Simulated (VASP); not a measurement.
Runs of VASP 6.6.1 on KYMg6. The structure is that of space group Amm2 (No. 38), or close to it. The cells are those of the table. 

```tsv
cell	further INCAR settings	gap on the mesh (eV)	pressure (GPa)	largest force (eV/Å)
a = 5.288, b = 6.695, c = 6.695 Å, angles 61.3, 90.0, 90.0°, 8 atoms	ALGO = Fast; EDIFF = 1e-06; NBANDS = 26	none	1.9	0.09
a = 5.470, b = 6.925, c = 6.925 Å, angles 61.3, 90.0, 90.0°, 8 atoms	ALGO = Fast; EDIFF = 1e-07; NBANDS = 26	none	-1.1	0.07
a = 5.399, b = 6.835, c = 6.835 Å, angles 61.3, 90.0, 90.0°, 8 atoms	ALGO = Fast; EDIFF = 1e-06; NBANDS = 26	none	0.0	(a)
a = 5.326, b = 6.742, c = 6.742 Å, angles 61.3, 90.0, 90.0°, 8 atoms	ALGO = Fast; EDIFF = 1e-07; NBANDS = 26	none	1.2	0.08
a = 5.434, b = 6.880, c = 6.880 Å, angles 61.3, 90.0, 90.0°, 8 atoms	ALGO = Fast; EDIFF = 1e-07; NBANDS = 26	none	-0.6	0.07
a = 5.505, b = 6.969, c = 6.969 Å, angles 61.3, 90.0, 90.0°, 8 atoms	ALGO = Fast; EDIFF = 1e-07; NBANDS = 26	none	-1.5	0.08
a = 5.399, b = 6.835, c = 6.835 Å, angles 61.3, 90.0, 90.0°, 8 atoms	ALGO = Fast; EDIFF = 1e-07; NBANDS = 26	none	(c)	0.07
a = 5.362, b = 6.789, c = 6.789 Å, angles 61.3, 90.0, 90.0°, 8 atoms	ALGO = Fast; EDIFF = 1e-06; NBANDS = 26	none	(b)	0.07
```

Alike in all rows: task single point; level PBE; potentials or basis VASP PAW PBE potentials, release 64 (Y_sv, K_sv, Mg); no spin polarisation; k mesh 5 × 5 × 5; cutoff (eV) 520; smearing fermi-dirac 0.05 eV.

Q: Fill in the values left out.

A: (a) 0.20; (b) 0.5; (c) -0.1.

A k mesh can miss the band edges, and the runs leave out spin-orbit coupling on Y.

A gap of «none» marks levels without a gap at the run's occupations.
